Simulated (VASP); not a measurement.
Crystal: Cs4In.

```xyz
5
Lattice="-4.1935 4.1935 4.1935 4.1935 -4.1935 4.1935 4.1935 4.1935 -4.1935" Properties=species:S:1:pos:R:3 pbc="T T T"
Cs    1.4660    1.4660    1.4660
Cs   -2.7275    2.7275    2.7275
Cs    2.7275    2.7275   -2.7275
Cs    2.7275   -2.7275    2.7275
In    0.0000    0.0000    0.0000
```

- Program: VASP 6.6.1
- Task: relaxation of cell and atoms
- Functional: PBE
- Potentials or basis: VASP PAW PBE potentials, release 64 (Cs_sv, In_d)
- Cutoff: 600 eV
- k mesh: 4 × 4 × 4
- Occupations: gaussian, width 0.1 eV
- Spin: no spin polarisation

At the start: pressure 13.9 GPa; volume 59.00 Å³/atom.

**Question.** How do energy, volume and symmetry change on relaxing?

**Answer.** Over 12 steps the energy falls by 2045.4 meV/atom and the volume is 90.33 Å³/atom (+53.1 %); space group I-43m (No. 217, to 0.05 Å).

Step by step:
```tsv
step	energy change (eV)	largest force (eV/Å)	pressure (GPa)	volume (Å³)
1	0.0000	7.3630	13.90	294.98
2	-9.8081	0.2778	0.01	571.77
3	-9.8137	0.2595	-0.02	576.85
4	-9.8233	0.2634	0.00	571.31
5	-9.8499	0.2744	0.04	554.89
6	-9.8926	0.2972	0.14	523.01
7	-9.9248	0.3460	0.42	462.95
8	-9.9401	0.3324	0.41	462.70
9	-9.9824	0.2923	0.35	461.96
10	-10.0524	0.2253	0.26	460.48
11	-10.1472	0.1294	0.12	457.52
12	-10.2271	0.0285	-0.01	451.65
```

Final structure:
```cif
data_structure
_symmetry_space_group_name_H-M 'P 1'
_symmetry_Int_Tables_number 1
_cell_length_a 8.3716
_cell_length_b 8.3716
_cell_length_c 8.3716
_cell_angle_alpha 109.471
_cell_angle_beta 109.471
_cell_angle_gamma 109.471
_cell_volume 451.65
loop_
_atom_site_label
_atom_site_type_symbol
_atom_site_fract_x
_atom_site_fract_y
_atom_site_fract_z
_atom_site_occupancy
Cs1 Cs 0.48516 0.48516 0.48516 1
Cs2 Cs 0.51484 0.00000 0.00000 1
Cs3 Cs 0.00000 0.00000 0.51484 1
Cs4 Cs 0.00000 0.51484 0.00000 1
In1 In 0.00000 0.00000 0.00000 1
```

Caveat: the volume moved by over 15 % at a fixed basis, so the end points are rough.
